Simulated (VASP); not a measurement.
Here is a VASP 6.6.1 calculation.

POSCAR

```
BN
1.0
    0.0000000000      1.7380920000      1.7380920000
    1.7380920000      0.0000000000      1.7380920000
    1.7380920000      1.7380920000      0.0000000000
B N
1 1
Direct
    0.0000000000      0.0000000000      0.0000000000
    0.2500000000      0.2500000000      0.2500000000
```

Contents of INCAR.step1:

```
SYSTEM = BN
ALGO = Normal ; EDIFF = 1E-5
ENCUT = 660 ; GGA = PE
GGA_COMPAT = .FALSE. ; ISMEAR = 0
LASPH = .TRUE. ; LCHARG = .FALSE.
LREAL = .FALSE. ; LWAVE = .TRUE.
NBANDS = 11 ; NELM = 120
PREC = Accurate ; SIGMA = 0.01
```

Contents of INCAR.step2:

```
SYSTEM = BN
ALGO = Normal ; EDIFF = 1E-6
ENCUT = 660 ; GGA_COMPAT = .FALSE.
ISIF = 2 ; ISMEAR = 0
ISTART = 1 ; LASPH = .TRUE.
LCHARG = .TRUE. ; LELF = .TRUE.
LMIXTAU = .TRUE. ; LREAL = .FALSE.
LVHAR = .TRUE. ; LWAVE = .FALSE.
METAGGA = R2SCAN ; NBANDS = 11
NELM = 120 ; PREC = Accurate
SIGMA = 0.01
```

KPOINTS

```
k-points
0
G
  12 12 12
  0 0 0
```

Potentials or basis: VASP PAW PBE potentials, release 64 (B, N).

Run with:

```bash
$ cat potpaw_PBE.64/B/POTCAR potpaw_PBE.64/N/POTCAR > POTCAR
$ cp INCAR.step1 INCAR
$ mpirun -np 1 vasp_std > vasp.out
$ cp INCAR.step2 INCAR
$ mpirun -np 1 vasp_std > vasp.out
```

(1) Estimate the pressure.

(2) Predict the band gap on the k mesh.

## Answers

(1) 56.0 GPa.

(2) 5.11 eV, indirect (least direct gap 10.10 eV).

Caveat: the PAW data sets were made with another functional, which shifts forces and pressure a little.
